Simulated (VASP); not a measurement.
# WS2 (R3m) in VASP: a series of runs

Aim: see how the results for WS2 move with the level of theory and the settings. Levels: revPBE, PBE. Tasks: single point.

All numbers are computed with VASP 6.6.1; they aren't measurements. Logs are shortened: lines on timing, memory, paths and dates and some standing lists are left out, and cuts for length are marked.

## (1) The cell of the first run

It takes space group R3m (No. 160, trigonal). The conventional cell has a = 3.188 Å, b = 3.188 Å, c = 22.423 Å, α = 90.00°, β = 90.00°, γ = 120.00°. W (site symmetry 3m) has 6 S at 2.42 Å and 6 W at 3.19 Å within 3.2 Å. S (site symmetry 3m) has 3 W at 2.42 Å and 7 S at 3.14 to 3.19 Å within 3.2 Å. S (site symmetry 3m) has 3 W at 2.42 Å and 7 S at 3.14 to 3.19 Å within 3.2 Å.

## (2) Single point, revPBE

INCAR reads:

```
PREC     = Accurate       # precision mode
ENCUT    = 520            # plane-wave cutoff, eV
EDIFF    = 1E-6           # SCF threshold, eV
ISMEAR   = 0              # smearing method
SIGMA    = 0.02           # smearing width, eV
LREAL    = F              # projectors in reciprocal space
LASPH    = T              # aspherical terms in the spheres
NELM     = 100            # most SCF steps
ALGO     = Normal         # electronic algorithm
ISIF     = 2              # what is computed and relaxed
LWAVE    = F              # write WAVECAR
LCHARG   = F              # write CHGCAR
GGA      = RE             # functional
NBANDS   = 20             # bands
```

KPOINTS reads:

```
Automatic mesh
0
Gamma
  12 12 12
```

POSCAR reads:

```
WS2
1.0
    1.5938737115      0.9202234164      7.4744429926
   -1.5938737115      0.9202234164      7.4744429926
    0.0000000000     -1.8404468328      7.4744429926
W S
1 2
Direct
    0.0006774473      0.0006774473      0.0006774473
    0.4040743331      0.4040743331      0.4040743331
    0.2639482196      0.2639482196      0.2639482196
```

Potentials or basis: VASP PAW PBE potentials, release 64 (W_sv, S).

Started as:

```
> cat potpaw_PBE.64/W_sv/POTCAR potpaw_PBE.64/S/POTCAR > POTCAR
> mpirun -np 1 vasp_std > vasp.out
```

OUTCAR:

```text
PREC = Accurate
   ENCUT = 520
   EDIFF = 1E-6
   ISMEAR = 0
   LREAL = F
   LASPH = T
   NELM = 100
   ISIF = 2
   GGA = RE

 ion  position               nearest neighbor table
   1  0.001  0.001  0.001-   3 2.42   3 2.42   3 2.42   2 2.42   2 2.42   2 2.42
   2  0.404  0.404  0.404-   1 2.42   1 2.42   1 2.42
   3  0.264  0.264  0.264-   1 2.42   1 2.42   1 2.42

  LATTYP: Found a trigonal (rhomboedric) cell.
 ALAT       =     7.6976972267
 COS(alpha) =     0.9142535476

  Lattice vectors:

 A1 = (   1.5938737115,   0.9202234164,   7.4744429926)
 A2 = (  -1.5938737115,   0.9202234164,   7.4744429926)
 A3 = (   0.0000000000,  -1.8404468328,   7.4744429926)

Analysis of symmetry for initial positions (statically):
=====================================================================
 Subroutine PRICEL returns:
 Original cell was already a primitive cell.

 Routine SETGRP: Setting up the symmetry group for a
 trigonal (rhombohedral) supercell.

 Subroutine GETGRP returns: Found  6 space group operations
 (whereof  6 operations were pure point group operations)
 out of a pool of 12 trial point group operations.

The static configuration has the point symmetry C_3v.

Analysis of symmetry for dynamics (positions and initial velocities):
=====================================================================
 Subroutine PRICEL returns:
 Original cell was already a primitive cell.

 Routine SETGRP: Setting up the symmetry group for a
 trigonal (rhombohedral) supercell.

 Subroutine GETGRP returns: Found  6 space group operations
 (whereof  6 operations were pure point group operations)
 out of a pool of 12 trial point group operations.

The dynamic configuration has the point symmetry C_3v.

 Subroutine INISYM returns: Found  6 space group operations
 (whereof  6 operations are pure point group operations),
 and found     1 'primitive' translations

----------------------------------------------------------------------------------------

                                     Primitive cell

  volume of cell :      65.7775

  direct lattice vectors                    reciprocal lattice vectors
     1.593873711  0.920223416  7.474442993     0.313701140  0.181115438  0.044596411
    -1.593873711  0.920223416  7.474442993    -0.313701140  0.181115438  0.044596411
     0.000000000 -1.840446833  7.474442993     0.000000000 -0.362230875  0.044596411

  length of vectors
     7.697697227  7.697697227  7.697697227     0.364965816  0.364965816  0.364965816

  position of ions in fractional coordinates (direct lattice)
     0.000677447  0.000677447  0.000677447
     0.404074333  0.404074333  0.404074333
     0.263948220  0.263948220  0.263948220

  ion indices of the primitive-cell ions
   primitive index   ion index
                 1           1
                 2           2
                 3           3

----------------------------------------------------------------------------------------

 KPOINTS: Automatic mesh

Automatic generation of k-mesh.
 Grid dimensions read from file:
 generate k-points for:   12   12   12

 Generating k-lattice:

  Cartesian coordinates                     Fractional coordinates (reciprocal lattice)
     0.026141762  0.015092953  0.003716368     0.083333333  0.000000000 -0.000000000
    -0.026141762  0.015092953  0.003716368     0.000000000  0.083333333 -0.000000000
     0.000000000 -0.030185906  0.003716368    -0.000000000 -0.000000000  0.083333333

  Length of vectors
     0.030413818  0.030413818  0.030413818

  Shift w.r.t. Gamma in fractional coordinates (k-lattice)
     0.000000000  0.000000000  0.000000000

 Subroutine IBZKPT returns following result:
 ===========================================

 Found    189 irreducible k-points:

 Following reciprocal coordinates:
            Coordinates               Weight
  0.000000  0.000000  0.000000      1.000000
  0.083333 -0.000000  0.000000      6.000000
  0.166667 -0.000000  0.000000      6.000000
  0.250000  0.000000  0.000000      6.000000
  0.333333 -0.000000  0.000000      6.000000
  0.416667  0.000000 -0.000000      6.000000
[... 16 lines left out ...]
  0.500000  0.166667  0.000000     12.000000
 -0.416667  0.166667  0.000000     12.000000
 [... further k-points ...]
   k-points           NKPTS =    189   k-points in BZ     NKDIM =    189   number of bands    NBANDS=     20
   number of dos      NEDOS =    301   number of ions     NIONS =      3
   total plane-waves  NPLWV = 216000
   dimension x,y,z NGX =    60 NGY =   60 NGZ =   60
   dimension x,y,z NGXF=   120 NGYF=  120 NGZF=  120
   ions per type =               1   2
   NGX,Y,Z   is equivalent  to a cutoff of  12.96, 12.96, 12.96 a.u.
   NGXF,Y,Z  is equivalent  to a cutoff of  25.92, 25.92, 25.92 a.u.
 SYSTEM =  unknown system
   PREC   = accura    normal or accurate (medium, high low for compatibility)
   ISTART =      0    job   : 0-new  1-cont  2-samecut
   ICHARG =      2    charge: 1-file 2-atom 10-const
   ISPIN  =      1    spin polarized calculation?
   LNONCOLLINEAR =      F non collinear calculations
   LSORBIT =      F    spin-orbit coupling
   LASPH  =      T    aspherical Exc in radial PAW
   ENCUT  =  520.0 eV  38.22 Ry    6.18 a.u.  14.31 14.31 14.31*2*pi/ulx,y,z
   NELM   =    100;   NELMIN=  2; NELMDL= -5     # of ELM steps
   EDIFF  = 0.1E-05   stopping-criterion for ELM
   LREAL  =      F    real-space projection
   EDIFFG = 0.1E-04   stopping-criterion for IOM
   NSW    =      0    number of steps for IOM
   IBRION =     -1    ionic relax: 0-MD 1-quasi-New 2-CG
   NFREE  =      0    steps in history (QN), initial steepest desc. (CG)
   ISIF   =      2    stress and relaxation
   ISYM   =      2    0-nonsym 1-usesym 2-fastsym
   POTIM  = 0.5000    time-step for ionic-motion
   TEBEG  =    0.0;   TEEND  =   0.0 temperature during run
   PSTRESS=    0.0 pullay stress
   NELECT =      26.0000    total number of electrons
   NUPDOWN=      -1.0000    fix difference up-down
   EMIN   =  10.00;   EMAX   =-10.00  energy-range for DOS
   EFERMI =   0.00;   METHOD = LEGACY
   ISMEAR =     0;   SIGMA  =   0.02  broadening in eV -4-tet -1-fermi 0-gaus
   EFERMI_NEDOS =   21; number of points for ismear=-14 and -15
   IALGO  =     38    algorithm
   IMIX   =      4    mixing-type and parameters
     AMIX     =   0.40;   BMIX     =  1.00
     AMIX_MAG =   1.60;   BMIX_MAG =  1.00
  volume/ion in A,a.u.               =      21.93       147.96
  Fermi-wavevector in a.u.,A,eV,Ry     =   1.201453  2.270417 19.639871  1.443490
  Thomas-Fermi vector in A             =   2.337262
   LORBIT       =      0    0 simple, 1 ext, 2 COOP (PROOUT), +10 PAW based schemes
   GGA     = RE    functional components
   LHFCALC =     F    Hartree Fock is set to
   AEXX    =    0.0000 exact exchange contribution
   IVDW    =     0    specifies the selected vdW correction
   LEPSILON=     F    determine dielectric tensor
   LRPA    =     F    only Hartree local field effects (RPA)
 non-spin polarized calculation
 Gauss-broadening in eV      SIGMA  =   0.02
  energy-cutoff  :      520.00
  volume of cell :       65.78
 maximum number of plane-waves:      1791
 NGX is ok and might be reduce to    60
   NGX = 29   NGY = 29   NGZ = 29

 number of electron      26.0000000 magnetization

 Free energy of the ion-electron system (eV)
  ---------------------------------------------------
  ext. energy  EPLUGINS =         0.00000000
  ---------------------------------------------------
  free energy    TOTEN  =       -22.66207211 eV

  energy without entropy =      -22.66207211  energy(sigma->0) =      -22.66207211

 E-fermi :   4.9632     XC(G=0):  -9.2839

 val. band max:        4.6964959438   @ k =   0.5000   0.5000   0.5000
 cond. band min:       6.3554640056   @ k =  -0.3333   0.3333   0.0000
 fundamental gap:      1.6589680618
 Fermi energy:         4.9631728548

 k-point     1 :       0.0000    0.0000    0.0000
  band No.  band energies     occupation
      1     -69.5289      2.00000
      2     -33.7515      2.00000
      3     -33.6105      2.00000
      4     -33.6105      2.00000
      5     -10.1944      2.00000
      6      -8.5616      2.00000
[... 12 lines left out ...]
     19      11.4352      0.00000
     20      13.2174      0.00000

 k-point     2 :       0.0833   -0.0000    0.0000
  band No.  band energies     occupation
      1     -69.5278      2.00000
      2     -33.7475      2.00000
      3     -33.6327      2.00000
      4     -33.6157      2.00000
      5     -10.0812      2.00000
      6      -8.5204      2.00000
[... 12 lines left out ...]
     19      11.6772      0.00000
     20      13.6874      0.00000

 k-point     3 :       0.1667   -0.0000    0.0000
  band No.  band energies     occupation
      1     -69.5249      2.00000
      2     -33.7367      2.00000
      3     -33.6929      2.00000
      4     -33.6297      2.00000
      5      -9.7590      2.00000
      6      -8.4035      2.00000
[... 12 lines left out ...]
     19      12.4335      0.00000
     20      13.9467      0.00000

 k-point     4 :       0.2500    0.0000    0.0000
  band No.  band energies     occupation
      1     -69.5208      2.00000
      2     -33.7741      2.00000
      3     -33.7218      2.00000
      4     -33.6489      2.00000
      5      -9.2801      2.00000
      6      -8.2317      2.00000
[... 12 lines left out ...]
     19      12.8398      0.00000
     20      13.5294      0.00000

 k-point     5 :       0.3333   -0.0000    0.0000
  band No.  band energies     occupation
      1     -69.5168      2.00000
      2     -33.8541      2.00000
      3     -33.7069      2.00000
      4     -33.6680      2.00000
      5      -8.7385      2.00000
      6      -8.0426      2.00000
[... 12 lines left out ...]
     19      12.0721      0.00000
     20      12.8032      0.00000
[... 353 lines left out ...]
      6      -8.1394      2.00000
[... 12 lines left out ...]
     19      12.6761      0.00000
     20      13.9195      0.00000

 k-point    22 :       0.4167    0.1667   -0.0000
  band No.  band energies     occupation
      1     -69.5153      2.00000
      2     -33.8540      2.00000
      3     -33.7050      2.00000
      4     -33.7014      2.00000
      5      -8.5262      2.00000
      6      -7.9611      2.00000
[... 12 lines left out ...]
     19      12.3841      0.00000
     20      13.6489      0.00000

 k-point    23 :       0.5000    0.1667    0.0000
  band No.  band energies     occupation
      1     -69.5127      2.00000
      2     -33.8929      2.00000
      3     -33.7287      2.00000
      4     -33.6920      2.00000
      5      -8.1187      2.00000
      6      -7.8154      2.00000
[... 12 lines left out ...]
     19      12.7255      0.00000
     20      13.5576      0.00000

 k-point    24 :      -0.4167    0.1667    0.0000
  band No.  band energies     occupation
      1     -69.5118      2.00000
      2     -33.9068      2.00000
      3     -33.7376      2.00000
      4     -33.6885      2.00000
      5      -7.9570      2.00000
      6      -7.7573      2.00000
[... 12 lines left out ...]
     19      13.0822      0.00000
     20      13.6509      0.00000

 [... further k-points ...]

------------------------ aborting loop because EDIFF is reached ----------------------------------------

  FORCE on cell =-STRESS in cart. coord.  units (eV):
  Direction    XX          YY          ZZ          XY          YZ          ZX
  --------------------------------------------------------------------------------------
  -------------------------------------------------------------------------------------
  Total        0.6349333      0.6349333      0.4904068      0.0000000      0.0000000      0.0000000
  in kB       15.4654086     15.4654086     11.9450993      0.0000000      0.0000000      0.0000000
  external PRESSURE =      14.2919722 kB  Pullay stress =       0.0000000 kB

 VOLUME and BASIS-vectors are now :
 -----------------------------------------------------------------------------
  energy-cutoff  :      520.00
  volume of cell :       65.78
      direct lattice vectors                 reciprocal lattice vectors
     1.593873711  0.920223416  7.474442993     0.313701140  0.181115438  0.044596411
    -1.593873711  0.920223416  7.474442993    -0.313701140  0.181115438  0.044596411
     0.000000000 -1.840446833  7.474442993     0.000000000 -0.362230875  0.044596411

 POSITION                                       TOTAL-FORCE (eV/Angst)
 -----------------------------------------------------------------------------------
      0.00000      0.00000      0.01519         0.000000      0.000000      0.000005
      0.00000      0.00000      9.06069         0.000000     -0.000000      0.107638
      0.00000      0.00000      5.91860         0.000000     -0.000000     -0.107643
 -----------------------------------------------------------------------------------
    total drift:                                0.000000      0.000000     -0.000030

  FREE ENERGIE OF THE ION-ELECTRON SYSTEM (eV)
  ---------------------------------------------------
  free  energy   TOTEN  =       -22.6620721132 eV

  energy  without entropy=      -22.6620721132  energy(sigma->0) =      -22.66207211
```

Run time: 31 min. Hardware: 1 thread of Intel Xeon 8259CL, shared host; peak memory 0.64 GiB.

Results:

```
Free energy            : -22.6621 eV
Pressure               : 1.4 GPa
Largest force          : 0.108 eV/Å
Band gap on the k mesh : 1.66 eV (least direct gap 1.81 eV)
```

Forces on the atoms (eV/Å):
```
W    0.000  0.000  0.000
S    0.000  0.000  0.108
S    0.000  0.000 -0.108
```

Levels at points of the mesh, in eV from the valence-band top:
```csv
k point,band 10,band 11,band 12,band 13,band 14,band 15,band 16,band 17
"(0.00, 0.00, 0.00)",-2.00,-1.78,-1.78,-0.37,2.70,2.70,2.86,2.86
"(0.50, 0.00, 0.00)",-3.56,-2.27,-1.44,-1.11,2.68,3.11,3.97,4.51
"(0.50, 0.50, 0.00)",-3.55,-2.36,-1.46,-1.08,2.68,3.15,3.84,4.55
"(0.50, 0.50, 0.50)",-2.50,-1.78,-1.78,0.00,2.71,2.71,2.85,2.85
```

Caveat: the PAW data sets were made with another functional, which shifts forces and pressure a little; spin-orbit coupling is left out, which moves the levels of the heavy elements.

## (3) Single point, PBE

INCAR reads:

```
PREC     = Accurate       # precision mode
ENCUT    = 520            # plane-wave cutoff, eV
EDIFF    = 1E-6           # SCF threshold, eV
ISMEAR   = 0              # smearing method
SIGMA    = 0.01           # smearing width, eV
LREAL    = False          # projectors in reciprocal space
LASPH    = True           # aspherical terms in the spheres
NELM     = 100            # most SCF steps
ALGO     = Normal         # electronic algorithm
ISIF     = 2              # what is computed and relaxed
LWAVE    = False          # write WAVECAR
LCHARG   = False          # write CHGCAR
GGA      = PE             # functional
NBANDS   = 20             # bands
```

KPOINTS reads:

```
regular mesh
0
Gamma
  12 12 12
```

POSCAR is that of step 2.

Potentials or basis: VASP PAW PBE potentials, release 64 (W_sv, S).

Started as:

```
> cat potpaw_PBE.64/W_sv/POTCAR potpaw_PBE.64/S/POTCAR > POTCAR
> mpirun -np 1 vasp_std > vasp.out
```

OUTCAR:

```text
PREC = Accurate
   ENCUT = 520
   EDIFF = 1E-6
   ISMEAR = 0
   LREAL = False
   LASPH = True
   NELM = 100
   ISIF = 2
   GGA = PE

 ion  position               nearest neighbor table
   1  0.001  0.001  0.001-   3 2.42   3 2.42   3 2.42   2 2.42   2 2.42   2 2.42
   2  0.404  0.404  0.404-   1 2.42   1 2.42   1 2.42
   3  0.264  0.264  0.264-   1 2.42   1 2.42   1 2.42

  LATTYP: Found a trigonal (rhomboedric) cell.
 ALAT       =     7.6976972267
 COS(alpha) =     0.9142535476

  Lattice vectors:

 A1 = (   1.5938737115,   0.9202234164,   7.4744429926)
 A2 = (  -1.5938737115,   0.9202234164,   7.4744429926)
 A3 = (   0.0000000000,  -1.8404468328,   7.4744429926)

Analysis of symmetry for initial positions (statically):
=====================================================================
 Subroutine PRICEL returns:
 Original cell was already a primitive cell.

 Routine SETGRP: Setting up the symmetry group for a
 trigonal (rhombohedral) supercell.

 Subroutine GETGRP returns: Found  6 space group operations
 (whereof  6 operations were pure point group operations)
 out of a pool of 12 trial point group operations.

[... 164 lines left out ...]

 E-fermi :   4.8702     XC(G=0):  -9.4568

 val. band max:        4.6194170374   @ k =   0.5000   0.5000   0.5000
 cond. band min:       6.2684659503   @ k =  -0.3333   0.3333   0.0000
 fundamental gap:      1.6490489130
 Fermi energy:         4.8701730048

 k-point     1 :       0.0000    0.0000    0.0000
  band No.  band energies     occupation
      1     -69.5858      2.00000
      2     -33.8140      2.00000
      3     -33.6699      2.00000
      4     -33.6699      2.00000
      5     -10.2680      2.00000
      6      -8.6308      2.00000
[... 541 lines left out ...]
     19      12.9546      0.00000
     20      13.4964      0.00000

 [... further k-points ...]

------------------------ aborting loop because EDIFF is reached ----------------------------------------

  FORCE on cell =-STRESS in cart. coord.  units (eV):
  Direction    XX          YY          ZZ          XY          YZ          ZX
  --------------------------------------------------------------------------------------
  -------------------------------------------------------------------------------------
  Total       -0.0121862     -0.0121862     -0.0176322      0.0000000      0.0000000      0.0000000
  in kB       -0.2968249     -0.2968249     -0.4294772      0.0000000      0.0000000      0.0000000
  external PRESSURE =      -0.3410423 kB  Pullay stress =       0.0000000 kB

 VOLUME and BASIS-vectors are now :
 -----------------------------------------------------------------------------
  energy-cutoff  :      520.00
  volume of cell :       65.78
      direct lattice vectors                 reciprocal lattice vectors
     1.593873711  0.920223416  7.474442993     0.313701140  0.181115438  0.044596411
    -1.593873711  0.920223416  7.474442993    -0.313701140  0.181115438  0.044596411
     0.000000000 -1.840446833  7.474442993     0.000000000 -0.362230875  0.044596411

 POSITION                                       TOTAL-FORCE (eV/Angst)
 -----------------------------------------------------------------------------------
      0.00000      0.00000      0.01519         0.000000      0.000000      0.000086
      0.00000      0.00000      9.06069         0.000000      0.000000      0.003641
      0.00000      0.00000      5.91860         0.000000     -0.000000     -0.003727
 -----------------------------------------------------------------------------------
    total drift:                                0.000000      0.000000     -0.000023

  FREE ENERGIE OF THE ION-ELECTRON SYSTEM (eV)
  ---------------------------------------------------
  free  energy   TOTEN  =       -23.6817779828 eV

  energy  without entropy=      -23.6817779828  energy(sigma->0) =      -23.68177798
```

stdout:

```text
POSCAR found type information on POSCAR W S
 POSCAR found :  2 types and       3 ions
 scaLAPACK will be used
 LDA part: xc-table for (Slater+PW92), standard interpolation
 POSCAR, INCAR and KPOINTS ok, starting setup
 FFT: planning ... GRIDC
 FFT: planning ... GRID_SOFT
 FFT: planning ... GRID
 WAVECAR not read
 entering main loop
```

Wall time 25 min (1 thread of Intel Xeon 8259CL, shared host); peak memory 0.63 GiB.

Results:

```yaml
Free_energy: -23.6818 eV
Pressure: 0.0 GPa
Largest_force: 0.004 eV/Å
Band_gap_on_the_k_mesh: 1.65 eV (least direct gap 1.81 eV)
```

Forces in eV/Å, atoms in the order of the input:
```
W    0.000  0.000  0.000
S    0.000  0.000  0.004
S    0.000  0.000 -0.004
```

Caveat: spin-orbit coupling is left out, which moves the levels of the heavy elements. A k mesh can miss the band edges.
